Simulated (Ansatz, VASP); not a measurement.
**Two plane-wave programs on GaSb3**

```
Ga Sb
1.0
    -0.14587    3.64667    3.51284
     3.50080    0.00000    3.36697
     3.64667    3.64667   -0.14587
Ga Sb
1 3
Direct
  0.00000 0.00000 0.00000
  0.25000 0.25000 0.25000
  0.75000 0.75000 0.75000
  0.50000 0.50000 0.50000
```

Change from the starting cell: engineering shear strain xz -0.0800, normal strain along z -0.0367.

Alike in both runs: task single point; functional PBEsol; k mesh 10 × 10 × 10; occupations gaussian, width 0.15 eV; no spin polarisation.

|  | VASP | Ansatz |
| --- | --- | --- |
| version | VASP 6.6.1 | Ansatz 0.2.0 |
| potentials or method | VASP PAW PBE potentials, release 64 (Ga_d, Sb), cutoff 520 eV | scalar-relativistic, plane waves, PAW |
| valence electrons in the cell | 28 | 58 |

```tsv
	VASP	Ansatz	Ansatz less VASP
gap on the k mesh at the Fermi level (eV)	none	none	-
pressure (GPa)	3.4	3.4	-0.04
traceless stress, the component that is largest in VASP (GPa)	2.20	2.15	-0.050
rms of the force components (eV/Å)	0.099	0.097	-0.0021
```

VASP's potentials were made for PBE, not for PBEsol, and Ansatz warns of the same on its side. Atom by atom the forces differ by 0.002 eV/Å (rms over components). A gap of «none» marks a metal or a gap that the smearing closes. With one functional, cell and mesh, what is left measures potentials, basis and numerics. VASP's potentials hold 28 valence electrons a cell and Ansatz's 58, so a difference there can come from the potentials and not from the codes.

Spin-orbit coupling is off throughout.
